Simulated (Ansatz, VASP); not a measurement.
**Cl: VASP beside Ansatz**

Contents of INCAR:

```
SYSTEM = Cl
ALGO     = Normal         ! electronic algorithm
EDIFF    = 1E-7           ! SCF threshold, eV
ENCUT    = 520            ! plane-wave cutoff, eV
GGA      = PS             ! functional
ISIF     = 2              ! what is computed and relaxed
ISMEAR   = -1             ! smearing method
LASPH    = .TRUE.         ! aspherical terms in the spheres
LCHARG   = .TRUE.         ! write CHGCAR
LELF     = .TRUE.         ! ELF
LREAL    = .FALSE.        ! projectors in reciprocal space
LVHAR    = .TRUE.       
LWAVE    = .FALSE.        ! write WAVECAR
NBANDS   = 10             ! bands
NELM     = 60             ! most SCF steps
PREC     = Accurate       ! precision mode
SIGMA    = 0.08           ! smearing width, eV
```

File KPOINTS:

```
k-points
0
G
  15 15 15
  0 0 0
```

POSCAR

```
Cl
1.0
   -1.3412944886      1.3412944886      1.3412944886
    1.3412944886     -1.3412944886      1.3412944886
    1.3412944886      1.3412944886     -1.3412944886
Cl
1
Direct
    0.0000000000      0.0000000000      0.0000000000
```

Input for Ansatz:

```yaml
crystal:
  lattice:
    - [-1.3412944886, 1.3412944886, 1.3412944886]
    - [1.3412944886, -1.3412944886, 1.3412944886]
    - [1.3412944886, 1.3412944886, -1.3412944886]
  atoms:
    - { symbol: Cl, position: [0.0, 0.0, 0.0] }
kpoints:
  mp_grid: { grid: [15, 15, 15] }
scf:
  occupations: { method: fermi_dirac, width: 0.08 }
hamiltonian:
  xc: pbesol
  pseudopotentials: { kind: paw }
output:
  forces: true
  stress: true
  eigenvalues: true
  populations: true
```

Change from the starting cell: volume scaled by 0.5, PAW files.

Alike in both runs: task single point; functional PBEsol; k mesh 15 × 15 × 15; occupations fermi-dirac, width 0.08 eV; no spin polarisation.

|  | VASP | Ansatz |
| --- | --- | --- |
| version | VASP 6.6.1 | Ansatz 0.2.0 |
| potentials or method | VASP PAW PBE potentials, release 64 (Cl) | PAW with Ansatz's default frozen-core files, scalar-relativistic |
| plane-wave cutoff (eV) | 520 | 420 |
| valence electrons in the cell | 7 | 7 |

|  | VASP | Ansatz | Ansatz less VASP |
| --- | --- | --- | --- |
| pressure (GPa) | 155.4 | 155.7 | +0.29 |

VASP's potentials were made for PBE, not for PBEsol. Both programs put the cell under a high pressure, so it lies far from rest at this level. The functional is the same, so the differences come from potentials, cutoffs and numerics.

Noted on VASP's run: the cell as given lies far from equilibrium.
